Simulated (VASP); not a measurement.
# RbBr (Imm2) in VASP: notebook

The runs below take RbBr through single point, with LDA.

Program: VASP 6.6.1. These are calculated values, not measurements. Logs are shortened: lines on timing, memory, paths and dates and some standing lists are left out, and cuts for length are marked.

### Step 1. The cell of the first run

The structure is orthorhombic, space group Imm2 (No. 44). The conventional cell has a = 4.847 Å, b = 6.855 Å, c = 4.847 Å, α = 90.00°, β = 90.00°, γ = 90.00°. Rb (site symmetry mm2) has 6 Br at 3.03 to 3.88 Å within 4.0 Å. Br (site symmetry mm2) has 6 Rb at 3.03 to 3.88 Å within 4.0 Å.

### Step 2. Single point, LDA (atom 1 (Rb) moved by (-0.600, +0.000) A along [1 1 0] and z)

File INCAR:

```
  ALGO = Normal
  EDIFF = 1E-6
  ENCUT = 520
  GGA = CA
  ISIF = 2
  ISMEAR = 0
  LASPH = True
  LCHARG = True
  LELF = True
  LREAL = False
  LVHAR = True
  LWAVE = False
  NBANDS = 15
  NELM = 80
  PREC = Accurate
  SIGMA = 0.05
```

File KPOINTS:

```
k-points
0
Gamma
  6 6 6
```

File POSCAR:

```
RbBr
1.0
    0.0000000000      3.4275000000      3.4275000000
    3.4275000000      0.0000000000      3.4275000000
    3.4275000000      3.4275000000      0.0000000000
Rb Br
1 1
Direct
    0.0000000000      0.0000000000     -0.1237823687
    0.5000000000      0.5000000000      0.5000000000
```

Potentials or basis: VASP PAW LDA potentials, release 64 (Rb_sv, Br).

On the command line:

```bash
> cat potpaw_LDA.64/Rb_sv/POTCAR potpaw_LDA.64/Br/POTCAR > POTCAR
> mpirun -np 1 vasp_std > vasp.out
```

OUTCAR:

```text
EDIFF = 1E-6
   ENCUT = 520
   GGA = CA
   ISIF = 2
   ISMEAR = 0
   LASPH = True
   LREAL = False
   NELM = 80
   PREC = Accurate

 ion  position               nearest neighbor table
   1  0.000  0.000  0.876-   2 3.03   2 3.03   2 3.48   2 3.48   2 3.88   2 3.88
   2  0.500  0.500  0.500-   1 3.03   1 3.03   1 3.48   1 3.48   1 3.88   1 3.88

  LATTYP: Found a face centered cubic cell.
 ALAT       =     6.8550000000

  Lattice vectors:

 A1 = (   0.0000000000,   3.4275000000,   3.4275000000)
 A2 = (   3.4275000000,   0.0000000000,   3.4275000000)
 A3 = (   3.4275000000,   3.4275000000,   0.0000000000)

Analysis of symmetry for initial positions (statically):
=====================================================================
 Subroutine PRICEL returns:
 Original cell was already a primitive cell.

 Routine SETGRP: Setting up the symmetry group for a
 face centered cubic supercell.

 Subroutine GETGRP returns: Found  4 space group operations
 (whereof  4 operations were pure point group operations)
 out of a pool of 48 trial point group operations.

The static configuration has the point symmetry C_2v.

Analysis of symmetry for dynamics (positions and initial velocities):
=====================================================================
 Subroutine PRICEL returns:
 Original cell was already a primitive cell.

 Routine SETGRP: Setting up the symmetry group for a
 face centered cubic supercell.

 Subroutine GETGRP returns: Found  4 space group operations
 (whereof  4 operations were pure point group operations)
 out of a pool of 48 trial point group operations.

The dynamic configuration has the point symmetry C_2v.

 Subroutine INISYM returns: Found  4 space group operations
 (whereof  4 operations are pure point group operations),
 and found     1 'primitive' translations

----------------------------------------------------------------------------------------

                                     Primitive cell

  volume of cell :      80.5309

  direct lattice vectors                    reciprocal lattice vectors
     0.000000000  3.427500000  3.427500000    -0.145878920  0.145878920  0.145878920
     3.427500000  0.000000000  3.427500000     0.145878920 -0.145878920  0.145878920
     3.427500000  3.427500000  0.000000000     0.145878920  0.145878920 -0.145878920

  length of vectors
     4.847216985  4.847216985  4.847216985     0.252669702  0.252669702  0.252669702

  position of ions in fractional coordinates (direct lattice)
     0.000000000  0.000000000  0.876217631
     0.500000000  0.500000000  0.500000000

  ion indices of the primitive-cell ions
   primitive index   ion index
                 1           1
                 2           2

----------------------------------------------------------------------------------------

 KPOINTS: k-points

Automatic generation of k-mesh.
 Grid dimensions read from file:
 generate k-points for:    6    6    6

 Generating k-lattice:

  Cartesian coordinates                     Fractional coordinates (reciprocal lattice)
    -0.024313153  0.024313153  0.024313153     0.166666667  0.000000000  0.000000000
     0.024313153 -0.024313153  0.024313153     0.000000000  0.166666667  0.000000000
     0.024313153  0.024313153 -0.024313153     0.000000000  0.000000000  0.166666667

  Length of vectors
     0.042111617  0.042111617  0.042111617

  Shift w.r.t. Gamma in fractional coordinates (k-lattice)
     0.000000000  0.000000000  0.000000000

 Subroutine IBZKPT returns following result:
 ===========================================

 Found     46 irreducible k-points:

 Following reciprocal coordinates:
            Coordinates               Weight
  0.000000  0.000000  0.000000      1.000000
  0.166667  0.000000  0.000000      4.000000
  0.000000  0.000000  0.166667      4.000000
  0.333333  0.000000  0.000000      4.000000
  0.000000  0.000000  0.333333      4.000000
  0.500000  0.000000  0.000000      2.000000
[... 16 lines left out ...]
  0.000000 -0.166667  0.166667      8.000000
  0.166667  0.166667  0.333333      2.000000
 [... further k-points ...]
   k-points           NKPTS =     46   k-points in BZ     NKDIM =     46   number of bands    NBANDS=     15
   number of dos      NEDOS =    301   number of ions     NIONS =      2
   total plane-waves  NPLWV =  46656
   dimension x,y,z NGX =    36 NGY =   36 NGZ =   36
   dimension x,y,z NGXF=    72 NGYF=   72 NGZF=   72
   ions per type =               1   1
   NGX,Y,Z   is equivalent  to a cutoff of  12.35, 12.35, 12.35 a.u.
   NGXF,Y,Z  is equivalent  to a cutoff of  24.69, 24.69, 24.69 a.u.
 SYSTEM =  unknown system
   PREC   = accura    normal or accurate (medium, high low for compatibility)
   ISTART =      0    job   : 0-new  1-cont  2-samecut
   ICHARG =      2    charge: 1-file 2-atom 10-const
   ISPIN  =      1    spin polarized calculation?
   LNONCOLLINEAR =      F non collinear calculations
   LSORBIT =      F    spin-orbit coupling
   LASPH  =      T    aspherical Exc in radial PAW
   ENCUT  =  520.0 eV  38.22 Ry    6.18 a.u.   9.01  9.01  9.01*2*pi/ulx,y,z
   NELM   =     80;   NELMIN=  2; NELMDL= -5     # of ELM steps
   EDIFF  = 0.1E-05   stopping-criterion for ELM
   LREAL  =      F    real-space projection
   EDIFFG = 0.1E-04   stopping-criterion for IOM
   NSW    =      0    number of steps for IOM
   IBRION =     -1    ionic relax: 0-MD 1-quasi-New 2-CG
   NFREE  =      0    steps in history (QN), initial steepest desc. (CG)
   ISIF   =      2    stress and relaxation
   ISYM   =      2    0-nonsym 1-usesym 2-fastsym
   POTIM  = 0.5000    time-step for ionic-motion
   TEBEG  =    0.0;   TEEND  =   0.0 temperature during run
   PSTRESS=    0.0 pullay stress
   NELECT =      16.0000    total number of electrons
   NUPDOWN=      -1.0000    fix difference up-down
   EMIN   =  10.00;   EMAX   =-10.00  energy-range for DOS
   EFERMI =   0.00;   METHOD = LEGACY
   ISMEAR =     0;   SIGMA  =   0.05  broadening in eV -4-tet -1-fermi 0-gaus
   EFERMI_NEDOS =   21; number of points for ismear=-14 and -15
   IALGO  =     38    algorithm
   IMIX   =      4    mixing-type and parameters
     AMIX     =   0.40;   BMIX     =  1.00
     AMIX_MAG =   1.60;   BMIX_MAG =  1.00
  volume/ion in A,a.u.               =      40.27       271.72
  Fermi-wavevector in a.u.,A,eV,Ry     =   0.955273  1.805204 12.415941  0.912546
  Thomas-Fermi vector in A             =   2.084095
   LORBIT       =      0    0 simple, 1 ext, 2 COOP (PROOUT), +10 PAW based schemes
   GGA     = CA    functional components
   LHFCALC =     F    Hartree Fock is set to
   AEXX    =    0.0000 exact exchange contribution
   IVDW    =     0    specifies the selected vdW correction
   LEPSILON=     F    determine dielectric tensor
   LRPA    =     F    only Hartree local field effects (RPA)
 non-spin polarized calculation
 Gauss-broadening in eV      SIGMA  =   0.05
  energy-cutoff  :      520.00
  volume of cell :       80.53
 maximum number of plane-waves:      2200
   NGX = 17   NGY = 17   NGZ = 17

 number of electron      15.9999999 magnetization

 Free energy of the ion-electron system (eV)
  ---------------------------------------------------
  ext. energy  EPLUGINS =         0.00000000
  ---------------------------------------------------
  free energy    TOTEN  =        -6.48506230 eV

  energy without entropy =       -6.48506230  energy(sigma->0) =       -6.48506230

 E-fermi :  -1.7278     XC(G=0):  -7.6931

 val. band max:       -2.0395683421   @ k =   0.0000   0.0000   0.0000
 cond. band min:       1.9864638271   @ k =   0.0000   0.0000   0.0000
 fundamental gap:      4.0260321692
 Fermi energy:        -1.7277662975

 k-point     1 :       0.0000    0.0000    0.0000
  band No.  band energies     occupation
      1     -26.1651      2.00000
      2     -14.2352      2.00000
      3     -10.3838      2.00000
      4     -10.3052      2.00000
      5     -10.2968      2.00000
      6      -2.0866      2.00000
      7      -2.0774      2.00000
      8      -2.0396      2.00000
      9       1.9865      0.00000
     10       5.0113      0.00000
     11       5.4240      0.00000
     12       5.6142      0.00000
     13       6.2720      0.00000
     14       6.5596      0.00000
     15       8.1606      0.00000

 k-point     2 :       0.1667    0.0000    0.0000
  band No.  band energies     occupation
      1     -26.1620      2.00000
      2     -14.2587      2.00000
      3     -10.3894      2.00000
      4     -10.3224      2.00000
      5     -10.2610      2.00000
      6      -2.3621      2.00000
      7      -2.1271      2.00000
      8      -2.0843      2.00000
      9       2.6274      0.00000
     10       4.7489      0.00000
     11       5.3964      0.00000
     12       5.6398      0.00000
     13       6.9091      0.00000
     14       7.2972      0.00000
     15       9.1417      0.00000

 k-point     3 :       0.0000    0.0000    0.1667
  band No.  band energies     occupation
      1     -26.1625      2.00000
      2     -14.2444      2.00000
      3     -10.3875      2.00000
      4     -10.3259      2.00000
      5     -10.2770      2.00000
      6      -2.3774      2.00000
      7      -2.1401      2.00000
      8      -2.1172      2.00000
      9       2.6191      0.00000
     10       5.1865      0.00000
     11       5.2967      0.00000
     12       5.6619      0.00000
     13       6.8676      0.00000
     14       6.9620      0.00000
     15       9.2073      0.00000

 k-point     4 :       0.3333    0.0000    0.0000
  band No.  band energies     occupation
      1     -26.1557      2.00000
      2     -14.3049      2.00000
      3     -10.3886      2.00000
      4     -10.3378      2.00000
      5     -10.2222      2.00000
      6      -2.8063      2.00000
      7      -2.2371      2.00000
      8      -2.1379      2.00000
      9       3.8346      0.00000
     10       4.6575      0.00000
     11       6.0133      0.00000
     12       6.1357      0.00000
     13       8.0274      0.00000
     14       8.3927      0.00000
     15       9.0500      0.00000
[... 307 lines left out ...]
 k-point    22 :      -0.1667    0.1667    0.0000
  band No.  band energies     occupation
      1     -26.1576      2.00000
      2     -14.2937      2.00000
      3     -10.3758      2.00000
      4     -10.3472      2.00000
      5     -10.2382      2.00000
      6      -2.5760      2.00000
      7      -2.2125      2.00000
      8      -2.1229      2.00000
      9       3.3336      0.00000
     10       4.7129      0.00000
     11       5.4733      0.00000
     12       6.1848      0.00000
     13       6.8577      0.00000
     14       8.4404      0.00000
     15       9.5849      0.00000

 k-point    23 :       0.0000   -0.1667    0.1667
  band No.  band energies     occupation
      1     -26.1585      2.00000
      2     -14.2654      2.00000
      3     -10.4221      2.00000
      4     -10.3337      2.00000
      5     -10.2447      2.00000
      6      -2.6305      2.00000
      7      -2.2284      2.00000
      8      -2.1199      2.00000
      9       3.4221      0.00000
     10       4.5949      0.00000
     11       5.6906      0.00000
     12       6.1689      0.00000
     13       7.3013      0.00000
     14       8.0391      0.00000
     15       9.3006      0.00000

 k-point    24 :       0.1667    0.1667    0.3333
  band No.  band energies     occupation
      1     -26.1590      2.00000
      2     -14.2514      2.00000
      3     -10.3845      2.00000
      4     -10.3495      2.00000
      5     -10.2784      2.00000
      6      -2.6545      2.00000
      7      -2.2435      2.00000
      8      -2.1903      2.00000
      9       3.4034      0.00000
     10       5.0213      0.00000
     11       5.6237      0.00000
     12       6.5656      0.00000
     13       7.0450      0.00000
     14       7.6826      0.00000
     15       9.4723      0.00000

 [... further k-points ...]

------------------------ aborting loop because EDIFF is reached ----------------------------------------

  FORCE on cell =-STRESS in cart. coord.  units (eV):
  Direction    XX          YY          ZZ          XY          YZ          ZX
  --------------------------------------------------------------------------------------
  -------------------------------------------------------------------------------------
  Total        0.8339178      0.8339178     -0.7541936     -0.4705209      0.0000000      0.0000000
  in kB       16.5909565     16.5909565    -15.0048281     -9.3611057      0.0000000      0.0000000
  external PRESSURE =       6.0590283 kB  Pullay stress =       0.0000000 kB

 VOLUME and BASIS-vectors are now :
 -----------------------------------------------------------------------------
  energy-cutoff  :      520.00
  volume of cell :       80.53
      direct lattice vectors                 reciprocal lattice vectors
     0.000000000  3.427500000  3.427500000    -0.145878920  0.145878920  0.145878920
     3.427500000  0.000000000  3.427500000     0.145878920 -0.145878920  0.145878920
     3.427500000  3.427500000  0.000000000     0.145878920  0.145878920 -0.145878920

 POSITION                                       TOTAL-FORCE (eV/Angst)
 -----------------------------------------------------------------------------------
      3.00324      3.00324      0.00000         0.553123      0.553123     -0.000000
      3.42750      3.42750      3.42750        -0.553123     -0.553123      0.000000
 -----------------------------------------------------------------------------------
    total drift:                                0.000380      0.000380     -0.000000

  FREE ENERGIE OF THE ION-ELECTRON SYSTEM (eV)
  ---------------------------------------------------
  free  energy   TOTEN  =        -6.4850623032 eV

  energy  without entropy=       -6.4850623032  energy(sigma->0) =       -6.48506230
```

It took 41 s on 1 thread of Intel Xeon Platinum 8259CL at 2.50GHz (Skylake/Cascade Lake), shared host; peak memory 0.2 GiB.

What came out:

```
Free energy            : -6.4851 eV
Pressure               : 0.6 GPa
Largest force          : 0.782 eV/Å
Band gap on the k mesh : 4.03 eV
```

Forces in eV/Å, atoms in the order of the input:
```
Rb   0.553  0.553  0.000
Br  -0.553 -0.553  0.000
```

Caveat: the cell differs from its parent crystal (atom 1 (Rb) moved by (-0.600, +0.000) A along [1 1 0] and z).

(Part 1 of 2 ends here.)
